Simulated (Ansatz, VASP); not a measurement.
Mg in VASP and in Ansatz

The input INCAR:

```
SYSTEM = Mg
PREC = Accurate ; ENCUT = 750
EDIFF = 1E-7 ; ISMEAR = 0
SIGMA = 0.1 ; LREAL = .FALSE.
LASPH = .TRUE. ; NELM = 120
ALGO = Normal ; ISIF = 3
LWAVE = .FALSE. ; LCHARG = .FALSE.
GGA = CA ; IBRION = 2
NSW = 100 ; EDIFFG = -0.005
GGA_COMPAT = .FALSE. ; NELMIN = 4
```

Contents of KPOINTS:

```
Automatic mesh
0
G
  15 15 8
  0 0 0
```

The input POSCAR:

```
Mg
1.0
    3.2093000000      0.0000000000      0.0000000000
   -1.6046500000      2.7793353284      0.0000000000
    0.0000000000      0.0000000000      5.2103000000
Mg
2
Direct
    0.3333333333      0.6666666667      0.2500000000
    0.6666666667      0.3333333333      0.7500000000
```

Input for Ansatz:

```yaml
crystal:
  lattice:
    - [3.2093, 0.0, 0.0]
    - [-1.60465, 2.7793353284, 0.0]
    - [0.0, 0.0, 5.2103]
  atoms:
    - { symbol: Mg, position: [0.3333333333, 0.6666666667, 0.25] }
    - { symbol: Mg, position: [0.6666666667, 0.3333333333, 0.75] }
basis:
  ecutwfc: 420
kpoints:
  mp_grid: { grid: [15, 15, 8] }
hamiltonian:
  xc: lda
scf:
  occupations: { method: gaussian, width: 0.1 }
output:
  forces: true
  stress: true
  eigenvalues: true
  write_density: true
  write_potential: true
  elf: true
  volumetric_format: npy
relax:
  adjacent_minimum: "off"
  f_tol: 0.005
  max_steps: 80
  cell: { stress_tol: 0.05 }
```

Alike in both runs: task relaxation of cell and atoms; functional LDA; k mesh 15 × 15 × 8; occupations gaussian, width 0.1 eV; no spin polarisation.

```csv
,VASP,Ansatz
version,VASP 6.6.1,Ansatz 0.2.0
potentials or method,"VASP PAW LDA potentials, release 64 (Mg_sv), cutoff 750 eV","scalar-relativistic, plane waves, PAW"
valence electrons in the cell,20,20
```

|  | VASP | Ansatz | Ansatz less VASP |
| --- | --- | --- | --- |
| gap on the k mesh at the Fermi level, each at its own relaxed structure (eV) | none | none | - |
| relaxed volume (Å³/atom) | 21.36 | 21.60 | +0.244 |
| relaxed length of the cell vector where the two differ most in proportion (Å) | 3.134 | 3.147 | +0.0125 |

LDA's correlation is that of Perdew and Zunger in VASP and of Perdew and Wang (1992) in Ansatz. A gap of «none» marks a metal or a gap that the smearing closes.
